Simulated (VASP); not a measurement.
Here is a VASP 6.6.1 calculation.

The input INCAR:

```
PREC     = Accurate       # precision mode
ENCUT    = 520            # plane-wave cutoff, eV
EDIFF    = 1E-7           # SCF threshold, eV
ISMEAR   = 0              # smearing method
SIGMA    = 0.15           # smearing width, eV
LREAL    = False          # projectors in reciprocal space
LASPH    = True           # aspherical terms in the spheres
NELM     = 60             # most SCF steps
ALGO     = Normal         # electronic algorithm
ISIF     = 2              # what is computed and relaxed
LWAVE    = False          # write WAVECAR
LCHARG   = False          # write CHGCAR
GGA      = PS             # functional
NBANDS   = 16             # bands
```

File KPOINTS:

```
regular mesh
0
Gamma
  14 14 14
```

POSCAR

```
InSb
1.0
    0.0000000000      3.0570783235      2.7076542711
    3.0570783235      0.0000000000      2.7076542711
    3.0570783235      3.0570783235      0.0000000000
In Sb
1 1
Direct
    0.0000000000      0.0000000000      0.0000000000
    0.5000000000      0.5000000000      0.5000000000
```

Potentials or basis: VASP PAW PBE potentials, release 64 (In_d, Sb).

Run with:

```console
$ cat potpaw_PBE.64/In_d/POTCAR potpaw_PBE.64/Sb/POTCAR > POTCAR
$ mpirun -np 1 vasp_std > vasp.out
```

Q: Estimate the band gap on the k mesh.

A: Zero (bands 9 and 10 overlap by 3.57 eV).

Q: Estimate the pressure.

A: 8.3 GPa.

Stress tensor (GPa, compression positive):
```
 1.10  0.00  0.00
 0.00  1.10  0.00
 0.00  0.00 22.67
```

Caveat: the stress differs along the axes, from 1 to 23 GPa; the PAW data sets were made with another functional, which shifts forces and pressure a little; spin-orbit coupling is left out, which moves the levels of the heavy elements.
